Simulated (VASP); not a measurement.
# Sn (Imma) in VASP: single point with PBEsol

Aim: the single point of Sn with PBEsol.

All numbers are computed with VASP 6.6.1; they aren't measurements. Logs are shortened: lines on timing, memory, paths and dates and some standing lists are left out, and cuts for length are marked.

### 1 The cell of the first run

It takes space group Imma (No. 74, orthorhombic). Conventional cell: a = 5.820 Å, b = 5.820 Å, c = 3.174 Å, α = 90.00°, β = 90.00°, γ = 90.00°. Within 4.0 Å of Sn (site symmetry mm2) lie 10 Sn at 2.96 to 3.92 Å.

### 2 Single point, PBEsol (atoms displaced along a vibrational mode)

Input file INCAR:

```
SYSTEM = Sn
PREC = Accurate ; ENCUT = 520
EDIFF = 1E-6 ; ISMEAR = 0
SIGMA = 0.15 ; LREAL = .FALSE.
LASPH = .TRUE. ; NELM = 80
ALGO = Fast ; ISIF = 2
LWAVE = .FALSE. ; LCHARG = .FALSE.
GGA = PS ; NBANDS = 21
```

Input file KPOINTS:

```
Automatic mesh
0
G
  22 22 22
  0 0 0
```

Input file POSCAR:

```
Sn
1.0
   -2.9099000275      2.9099000275      1.5869856508
    2.9099000275     -2.9099000275      1.5869856508
    2.9099000275      2.9099000275     -1.5869856508
Sn
2
Direct
    0.7878075252      0.2878075252      0.5000000000
   -0.0378075252     -0.0378075252      0.0000000000
```

Potentials or basis: VASP PAW PBE potentials, release 64 (Sn_d).

The run is started by

```
$ cat potpaw_PBE.64/Sn_d/POTCAR > POTCAR
$ mpirun -np 1 vasp_std > vasp.out
```

OUTCAR:

```text
SYSTEM = Sn
   PREC = Accurate
   ENCUT = 520
   EDIFF = 1E-6
   ISMEAR = 0
   LREAL = .FALSE.
   LASPH = .TRUE.
   NELM = 80
   ISIF = 2
   GGA = PS

 ion  position               nearest neighbor table
   1  0.788  0.288  0.500-   2 2.96   2 2.96   2 3.09   2 3.09   2 3.61   2 3.61
   2  0.962  0.962  0.000-   1 2.96   1 2.96   1 3.09   1 3.09   1 3.61   1 3.61

  LATTYP: Found a body centered tetragonal cell.
 ALAT       =     5.8198000550
 C/A-ratio  =     0.5453746300

  Lattice vectors:

 A1 = (  -2.9099000275,   2.9099000275,   1.5869856508)
 A2 = (   2.9099000275,  -2.9099000275,   1.5869856508)
 A3 = (   2.9099000275,   2.9099000275,  -1.5869856508)

Analysis of symmetry for initial positions (statically):
=====================================================================
 Subroutine PRICEL returns:
 Original cell was already a primitive cell.

 Routine SETGRP: Setting up the symmetry group for a
 body centered tetragonal supercell.

 Subroutine GETGRP returns: Found  8 space group operations
 (whereof  4 operations were pure point group operations)
 out of a pool of 16 trial point group operations.

The static configuration has the point symmetry C_2v.
 The point group associated with its full space group is D_2h.

Analysis of symmetry for dynamics (positions and initial velocities):
=====================================================================
 Subroutine PRICEL returns:
 Original cell was already a primitive cell.

 Routine SETGRP: Setting up the symmetry group for a
 body centered tetragonal supercell.

 Subroutine GETGRP returns: Found  8 space group operations
 (whereof  4 operations were pure point group operations)
 out of a pool of 16 trial point group operations.

The dynamic configuration has the point symmetry C_2v.
 The point group associated with its full space group is D_2h.

 Subroutine INISYM returns: Found  8 space group operations
 (whereof  4 operations are pure point group operations),
 and found     1 'primitive' translations

----------------------------------------------------------------------------------------

                                     Primitive cell

  volume of cell :      53.7513

  direct lattice vectors                    reciprocal lattice vectors
    -2.909900027  2.909900027  1.586985651     0.000000000  0.171827209  0.315062710
     2.909900027 -2.909900027  1.586985651     0.171827209  0.000000000  0.315062710
     2.909900027  2.909900027 -1.586985651     0.171827209  0.171827209  0.000000000

  length of vectors
[... 81 lines left out ...]
   NELM   =     80;   NELMIN=  2; NELMDL= -5     # of ELM steps
   EDIFF  = 0.1E-05   stopping-criterion for ELM
   LREAL  =      F    real-space projection
   EDIFFG = 0.1E-04   stopping-criterion for IOM
   NSW    =      0    number of steps for IOM
   IBRION =     -1    ionic relax: 0-MD 1-quasi-New 2-CG
   NFREE  =      0    steps in history (QN), initial steepest desc. (CG)
   ISIF   =      2    stress and relaxation
   ISYM   =      2    0-nonsym 1-usesym 2-fastsym
   POTIM  = 0.5000    time-step for ionic-motion
   TEBEG  =    0.0;   TEEND  =   0.0 temperature during run
   PSTRESS=    0.0 pullay stress
   NELECT =      28.0000    total number of electrons
   NUPDOWN=      -1.0000    fix difference up-down
   EMIN   =  10.00;   EMAX   =-10.00  energy-range for DOS
   EFERMI =   0.00;   METHOD = LEGACY
   ISMEAR =     0;   SIGMA  =   0.15  broadening in eV -4-tet -1-fermi 0-gaus
   EFERMI_NEDOS =   21; number of points for ismear=-14 and -15
   IALGO  =     68    algorithm
   IMIX   =      4    mixing-type and parameters
     AMIX     =   0.40;   BMIX     =  1.00
     AMIX_MAG =   1.60;   BMIX_MAG =  1.00
  volume/ion in A,a.u.               =      26.88       181.37
  Fermi-wavevector in a.u.,A,eV,Ry     =   1.317239  2.489220 23.607709  1.735118
  Thomas-Fermi vector in A             =   2.447294
   LORBIT       =      0    0 simple, 1 ext, 2 COOP (PROOUT), +10 PAW based schemes
   GGA     = PS    functional components
   LHFCALC =     F    Hartree Fock is set to
   AEXX    =    0.0000 exact exchange contribution
   IVDW    =     0    specifies the selected vdW correction
   LEPSILON=     F    determine dielectric tensor
   LRPA    =     F    only Hartree local field effects (RPA)
 non-spin polarized calculation
 RMM-DIIS sequential band-by-band and
 Gauss-broadening in eV      SIGMA  =   0.15
  energy-cutoff  :      520.00
  volume of cell :       53.75
 maximum number of plane-waves:      1476
 NGX is ok and might be reduce to    36
   NGX = 17   NGY = 17   NGZ = 17

 number of electron      28.0000003 magnetization

 Free energy of the ion-electron system (eV)
  ---------------------------------------------------
  ext. energy  EPLUGINS =         0.00000000
  ---------------------------------------------------
  free energy    TOTEN  =        -8.51383149 eV

  energy without entropy =       -8.50362054  energy(sigma->0) =       -8.50872601

 E-fermi :   7.9305     XC(G=0): -10.4978

 val. band max:        7.9270697199   @ k =  -0.2273  -0.2273   0.1364
 cond. band min:       7.9325482600   @ k =  -0.0909  -0.0455   0.5000
 fundamental gap:      0.0054785401
 Fermi energy:         7.9304712345

 k-point     1 :       0.0000    0.0000    0.0000
  band No.  band energies     occupation
      1     -13.6580      2.00000
      2     -13.5230      2.00000
      3     -13.5039      2.00000
      4     -13.4887      2.00000
      5     -13.3736      2.00000
      6     -13.3586      2.00000
[... 565 lines left out ...]
     20      17.0949      0.00000
     21      17.2894      0.00000

 [... further k-points ...]

------------------------ aborting loop because EDIFF is reached ----------------------------------------

  FORCE on cell =-STRESS in cart. coord.  units (eV):
  Direction    XX          YY          ZZ          XY          YZ          ZX
  --------------------------------------------------------------------------------------
  -------------------------------------------------------------------------------------
  Total        0.8163208     -0.5526140     -0.2134744      0.0000000      0.0000000      0.0000000
  in kB       24.3322520    -16.4718854     -6.3630771      0.0000000      0.0000000      0.0000000
  external PRESSURE =       0.4990965 kB  Pullay stress =       0.0000000 kB

 VOLUME and BASIS-vectors are now :
 -----------------------------------------------------------------------------
  energy-cutoff  :      520.00
  volume of cell :       53.75
      direct lattice vectors                 reciprocal lattice vectors
    -2.909900027  2.909900027  1.586985651     0.000000000  0.171827209  0.315062710
     2.909900027 -2.909900027  1.586985651     0.171827209  0.000000000  0.315062710
     2.909900027  2.909900027 -1.586985651     0.171827209  0.171827209  0.000000000

 POSITION                                       TOTAL-FORCE (eV/Angst)
 -----------------------------------------------------------------------------------
     -0.00000      2.90990      0.91349         0.000000     -0.000000     -0.091513
      0.00000      0.00000      3.05397        -0.000000      0.000000      0.091513
 -----------------------------------------------------------------------------------
    total drift:                                0.000000      0.000000     -0.000000

  FREE ENERGIE OF THE ION-ELECTRON SYSTEM (eV)
  ---------------------------------------------------
  free  energy   TOTEN  =        -8.5138314874 eV

  energy  without entropy=       -8.5036205396  energy(sigma->0) =       -8.50872601
```

It took 48 min on 1 thread of Oxide Virtual Turin-like, shared host; peak memory 1.3 GiB.

Results:

```
Free energy            : -8.5138 eV
Pressure               : 0.0 GPa
Largest force          : 0.092 eV/Å
Band gap on the k mesh : zero (bands 14 and 15 overlap by 4.32 eV)
```

Forces on the atoms (eV/Å):
```
Sn   0.000  0.000 -0.092
Sn   0.000  0.000  0.092
```

Levels at points of the mesh, in eV from the Fermi level:
```
           k point  band 12  band 13  band 14  band 15  band 16  band 17
(0.00, 0.00, 0.00)    -3.61    -2.09    -1.91     2.94     6.10     6.44
(0.50, 0.00, 0.00)    -5.12    -2.57    -1.72    -1.47     2.68     2.72
(0.50, 0.00, 0.50)    -5.77    -2.10    -1.72    -0.77     1.69     3.06
(0.50, 0.50, 0.00)    -8.95     0.61     0.61     1.59     1.59     6.05
(0.50, 0.50, 0.50)    -7.52    -4.91    -4.84     4.39     5.85     9.36
```

Caveat: the cell differs from its parent crystal (atoms displaced along a vibrational mode); the PAW data sets were made with another functional, which shifts forces and pressure a little; spin-orbit coupling is left out, which moves the levels of the heavy elements.
